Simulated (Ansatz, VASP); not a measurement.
# One calculation of CoO, two programs

Contents of INCAR:

```
SYSTEM = CoO
PREC = Accurate
ENCUT = 520
EDIFF = 1E-6
ISMEAR = 0
SIGMA = 0.019000000000000003
LREAL = .False.
LASPH = .True.
NELM = 150
ALGO = Normal
ISIF = 2
LWAVE = .False.
LCHARG = .True.
ISPIN = 2
MAGMOM = 2 0
LORBIT = 11
LMAXMIX = 4
GGA = PE
LELF = .True.
LVHAR = .True.
NBANDS = 18
```

File KPOINTS:

```
regular mesh
0
Gamma
  11 11 11
  0 0 0
```

Contents of POSCAR:

```
CoO
1.0
    0.0000000000      2.1315000000      2.1315000000
    2.1315000000      0.0000000000      2.1315000000
    2.1315000000      2.1315000000      0.0000000000
Co O
1 1
Direct
    0.0000000000      0.0000000000      0.0000000000
    0.5000000000      0.5000000000      0.5000000000
```

The input input.yaml:

```yaml
crystal:
  lattice:
    - [0.0, 2.1315, 2.1315]
    - [2.1315, 0.0, 2.1315]
    - [2.1315, 2.1315, 0.0]
  atoms:
    - { symbol: Co, position: [0.0, 0.0, 0.0], spin: 2.0 }
    - { symbol: O, position: [0.5, 0.5, 0.5] }
kpoints:
  mp_grid: { grid: [11, 11, 11] }
scf:
  occupations: { method: gaussian, width: 0.019 }
hamiltonian:
  xc: pbe
  pseudopotentials: { kind: all_electron, lapw: { basis_error: 0.001 } }
magnetization:
  spin_polarized: true
output:
  forces: true
  stress: true
  eigenvalues: true
```

Alike in both runs: task single point; functional PBE; k mesh 11 × 11 × 11; occupations gaussian, width 0.019 eV; collinear spin.

```csv
,VASP,Ansatz
version,VASP 6.6.1,Ansatz 0.2.0
potentials or method,"VASP PAW PBE potentials, release 64 (Co, O), cutoff 520 eV","all-electron LAPW, scalar-relativistic"
```

|  | VASP | Ansatz | Ansatz less VASP |
| --- | --- | --- | --- |
| gap on the k mesh at the Fermi level (eV) | none | none | - |
| pressure (GPa) | -2.4 | -1.7 | +0.76 |
| net moment per atom (μB) | 1.46 | 1.49 | +0.028 |
| size of the moment on the site where the two differ most (μB) | 2.57 | 2.63 | +0.055 |

Site moments also hang on the region over which each program counts them. A gap of «none» marks a metal or a gap that the smearing closes. Ansatz ran all-electron here, and VASP with PAW potentials.
